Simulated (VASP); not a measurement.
Here is a VASP 6.6.1 calculation.

Contents of INCAR:

```
SYSTEM = Au
ALGO = Normal ; EDIFF = 1E-6
ENCUT = 520 ; GGA = PE
ISIF = 2 ; ISMEAR = -1
IVDW = 13 ; LASPH = .True.
LCHARG = .False. ; LREAL = .False.
LWAVE = .False. ; NBANDS = 12
NELM = 60 ; PREC = Accurate
SIGMA = 0.05
```

The input KPOINTS:

```
k-points
0
Gamma
  11 11 11
  0 0 0
```

The input POSCAR:

```
Au
1.0
    0.0000000000      2.0484772140      2.0484772140
    2.0484772140      0.0000000000      2.0484772140
    2.0484772140      2.0484772140      0.0000000000
Au
1
Direct
    0.0000000000      0.0000000000      0.0000000000
```

Potentials or basis: VASP PAW PBE potentials, release 64 (Au).

The run is started by

```sh
$ cat potpaw_PBE.64/Au/POTCAR > POTCAR
$ mpirun -np 1 vasp_std > vasp.out
```

**Question.** Estimate the pressure.

**Answer.** 0.9 GPa.

**Question.** What does it give for the dispersion energy per atom?

**Answer.** -0.673 eV.

Caveat: pairwise dispersion overbinds metals, which lowers pressure and volume.
